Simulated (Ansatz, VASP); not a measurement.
## Sn: VASP beside Ansatz

```
Sn
1.0
    -1.64021    1.68677    2.33834
     1.64021   -1.68677    2.33834
     1.64021    1.68677   -2.33834
Sn
1
Direct
  0.00000 0.00000 0.00000
```

Change from the starting cell: strain -0.050 along x and y, +0.000 along z, atoms carried along.

Alike in both runs: task single point; functional LDA; k mesh 20 × 20 × 20; occupations gaussian, width 0.15 eV; no spin polarisation.

```csv
,VASP,Ansatz
version,VASP 6.6.1,Ansatz 0.2.0
potentials or method,"VASP PAW LDA potentials, release 64 (Sn_d), cutoff 520 eV","scalar-relativistic, plane waves, PAW"
valence electrons in the cell,14,14
```

```tsv
	VASP	Ansatz	Ansatz less VASP
gap on the k mesh at the Fermi level (eV)	none	none	-
pressure (GPa)	0.0	0.0	-0.02
traceless stress, the component that is largest in VASP (GPa)	-0.39	-0.38	+0.010
```

LDA's correlation is that of Perdew and Zunger in VASP and of Perdew and Wang (1992) in Ansatz. A gap of «none» marks a metal or a gap that the smearing closes.
